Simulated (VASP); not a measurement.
# LiF: single point with PBE

The system is LiF.

```
Li F
1.0
     2.02409   -1.50627    0.00000
     2.02409    1.50627    0.00000
    -1.50711    0.00000    4.33022
Li F
2 2
Direct
  0.49011 0.82239 0.64647
  0.82239 0.49011 0.14647
  0.17761 0.50989 0.85353
  0.50989 0.17761 0.35353
```

```
Program                : VASP 6.6.1
Task                   : single point
Functional             : PBE
Potentials or basis    : VASP PAW PBE potentials, release 64 (Li_sv, F)
Cutoff                 : 520 eV
k mesh                 : 8 × 8 × 4
Occupations            : gaussian, width 0.1 eV
Spin                   : no spin polarisation
Dipole correction      : no
Further INCAR settings : ALGO = Normal; EDIFF = 1e-06; NBANDS = 18
```

```json
{"Largest force": "0.445 eV/Å", "Band gap on the k mesh": "10.40 eV, direct"}
```

Forces in eV/Å, atoms in the order of the input:
```
Li  -0.009  0.147 -0.063
Li  -0.009 -0.147 -0.063
F    0.009  0.440  0.063
F    0.009 -0.440  0.063
```

Levels at points of the mesh, in eV from the valence-band top:
| k point | band 8 | band 9 | band 10 | band 11 | band 12 | band 13 |
| --- | --- | --- | --- | --- | --- | --- |
| (0.00, 0.00, 0.00) | -0.45 | -0.29 | 0.00 | 10.40 | 11.54 | 18.65 |
| (0.50, 0.00, 0.00) | -1.12 | -0.71 | -0.43 | 12.89 | 14.76 | 16.29 |
| (0.50, 0.50, 0.00) | -1.96 | -1.20 | -0.84 | 10.73 | 14.38 | 16.65 |
| (0.00, 0.00, 0.50) | -1.01 | -0.11 | -0.11 | 11.41 | 11.41 | 19.30 |
| (0.50, 0.00, 0.50) | -0.93 | -0.68 | -0.19 | 11.85 | 15.39 | 15.96 |
| (0.50, 0.50, 0.50) | -2.65 | -1.28 | -1.28 | 12.44 | 12.44 | 17.70 |

Run time: 13 s on 1 thread of Intel(R) Xeon(R) 6975P-C (Granite Rapids) (shared host), peak memory 0.15 GiB.

 A k mesh can miss the band edges.
